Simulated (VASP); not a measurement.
Al, 1 atom in the cell. It takes space group Im-3m (No. 229, cubic). Conventional cell: a = 3.246 Å, b = 3.246 Å, c = 3.246 Å, α = 90.00°, β = 90.00°, γ = 90.00°. Al (site symmetry m-3m) has 14 Al at 2.81 to 3.25 Å within 3.7 Å. 

| Item | Value |
| --- | --- |
| Program | VASP 6.6.1 |
| Task | single point |
| Functional | PBE |
| Potentials or basis | VASP PAW PBE potentials, release 64 (Al) |
| Cutoff | 520 eV |
| k mesh | 8 × 8 × 8 |
| Occupations | gaussian, width 0.05 eV |
| Spin | no spin polarisation |
| Dipole correction | no |
| Further INCAR settings | ALGO = Normal; EDIFF = 1e-06; NBANDS = 8 |

Potentials or basis: VASP PAW PBE potentials, release 64 (Al).

Command:

```console
$ cat potpaw_PBE.64/Al/POTCAR > POTCAR
$ mpirun -np 1 vasp_std > vasp.out
```

Hardware: 1 thread of Intel(R) Xeon(R) 6975P-C (Granite Rapids), on a shared host.

Question: How long does it take, and how much memory?

Answer: It took 2.1 s on 1 thread of Intel(R) Xeon(R) 6975P-C (Granite Rapids), on a shared host, peak memory 0.12 GiB. Counts: scf iterations 9, k points 29.
